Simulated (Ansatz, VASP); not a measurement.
**Zr3P2: VASP beside Ansatz**

The input INCAR:

```
SYSTEM = Zr3P2
PREC = Accurate
ENCUT = 520
EDIFF = 1E-7
ISMEAR = 0
SIGMA = 0.2
LREAL = .FALSE.
LASPH = .TRUE.
NELM = 100
ALGO = Normal
ISIF = 2
LWAVE = .FALSE.
LCHARG = .TRUE.
GGA = PE
LELF = .TRUE.
LVHAR = .TRUE.
NBANDS = 57
```

The input KPOINTS:

```
Automatic mesh
0
G
  6 4 4
  0 0 0
```

File POSCAR:

```
Zr3P2
1.0
    0.0000000000      0.0000000000      3.6330132759
    7.0187739884      0.0000000000      0.0000000000
    0.0000000000      7.0187739884      0.0000000000
Zr P
6 4
Direct
    0.0000000000      0.0000000000      0.0000000000
    1.0000000000      0.5000000000      0.5000000000
    0.5000000000      0.1615897917      0.6615897917
    0.5000000000      0.3384102083      0.1615897917
    0.5000000000      0.8384102083      0.3384102083
    0.5000000000      0.6615897917      0.8384102083
    1.0000000000      0.6390360009      0.1390360009
    0.0000000000      0.8609639991      0.6390360009
    0.0000000000      0.3609639991      0.8609639991
    0.0000000000      0.1390360009      0.3609639991
```

Input for Ansatz:

```yaml
crystal:
  lattice:
    - [0.0, 0.0, 3.6330132759]
    - [7.0187739884, 0.0, 0.0]
    - [0.0, 7.0187739884, 0.0]
  atoms:
    - { symbol: Zr, position: [0.0, 0.0, 0.0] }
    - { symbol: Zr, position: [1.0, 0.5, 0.5] }
    - { symbol: Zr, position: [0.5, 0.1615897917, 0.6615897917] }
    - { symbol: Zr, position: [0.5, 0.3384102083, 0.1615897917] }
    - { symbol: Zr, position: [0.5, 0.8384102083, 0.3384102083] }
    - { symbol: Zr, position: [0.5, 0.6615897917, 0.8384102083] }
    - { symbol: P, position: [1.0, 0.6390360009, 0.1390360009] }
    - { symbol: P, position: [0.0, 0.8609639991, 0.6390360009] }
    - { symbol: P, position: [0.0, 0.3609639991, 0.8609639991] }
    - { symbol: P, position: [0.0, 0.1390360009, 0.3609639991] }
basis:
  ecutwfc: 420
kpoints:
  mp_grid: { grid: [6, 4, 4] }
hamiltonian:
  xc: pbe
scf:
  occupations: { method: gaussian, width: 0.2 }
  lower_state_search: "off"
output:
  forces: true
  stress: true
  eigenvalues: true
```

Alike in both runs: task single point; functional PBE; k mesh 6 × 4 × 4; occupations gaussian, width 0.2 eV; no spin polarisation.

```csv
,VASP,Ansatz
version,VASP 6.6.1,Ansatz 0.2.0
potentials or method,"VASP PAW PBE potentials, release 64 (Zr_sv, P), cutoff 520 eV","scalar-relativistic, plane waves, PAW"
valence electrons in the cell,92,92
```

|  | VASP | Ansatz | Ansatz less VASP |
| --- | --- | --- | --- |
| gap on the k mesh at the Fermi level (eV) | none | none | - |
| pressure (GPa) | 0.1 | 0.0 | -0.04 |
| traceless stress, the component that is largest in VASP (GPa) | 0.05 | 0.06 | +0.009 |
| rms of the force components (eV/Å) | 0.012 | 0.012 | -0.0004 |

Atom by atom the forces differ by 0.002 eV/Å (rms over components). A gap of «none» marks a metal or a gap that the smearing closes.
